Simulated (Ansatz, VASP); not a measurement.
# One calculation of Ir2Ru, two programs

```xyz
12
Lattice="1.3713 -2.3751 0.0001 -4.1231 -2.3802 -0.0002 -0.0008 0.0000 -13.1399" Properties=species:S:1:pos:R:3 pbc="T T T"
Ru   -2.7498   -3.1704   -9.8550
Ru   -1.3740   -0.7929   -9.8549
Ru   -2.7501   -1.5874   -3.2852
Ru   -0.0028   -1.5849   -3.2850
Ir   -2.7444   -3.1678   -1.1284
Ir   -1.3686   -0.7901   -1.1282
Ir   -2.7448   -3.1678   -5.4419
Ir   -1.3689   -0.7901   -5.4418
Ir   -2.7554   -1.5900  -12.0119
Ir   -0.0081   -1.5874  -12.0117
Ir   -2.7549   -1.5900   -7.6982
Ir   -0.0077   -1.5876   -7.6982
```

Change from the starting cell: cell x2, atoms moved at random (sigma 0.15 Å) and cell strained at random (1.5 %), then relaxed without symmetry.

Alike in both runs: functional PBE; k mesh 8 × 6 × 2; occupations gaussian, width 0.2 eV; no spin polarisation.

Ansatz relaxed the structure, and its values are those at the end. VASP's run is a single point on that final structure, the one shown.

```csv
,VASP,Ansatz
version,VASP 6.6.1,Ansatz 0.2.0
potentials or method,"VASP PAW PBE potentials, release 64 (Ru_pv, Ir), cutoff 520 eV","scalar-relativistic, plane waves, PAW"
valence electrons in the cell,128,200
```

Ansatz gave:

| Quantity | Value |
| --- | --- |
| gap on the k mesh at the Fermi level (eV) | none |
| pressure (GPa) | -0.1 |
| rms of the force components (eV/Å) | 0.003 |

Question: Which values does VASP return?

Answer: gap on the k mesh at the Fermi level (eV): none; pressure (GPa): 0.2; rms of the force components (eV/Å): 0.011.

A gap of «none» marks a metal or a gap that the smearing closes. VASP's potentials hold 128 valence electrons a cell and Ansatz's 200, so a difference there can come from the potentials and not from the codes.

Neither program's run includes spin-orbit coupling.
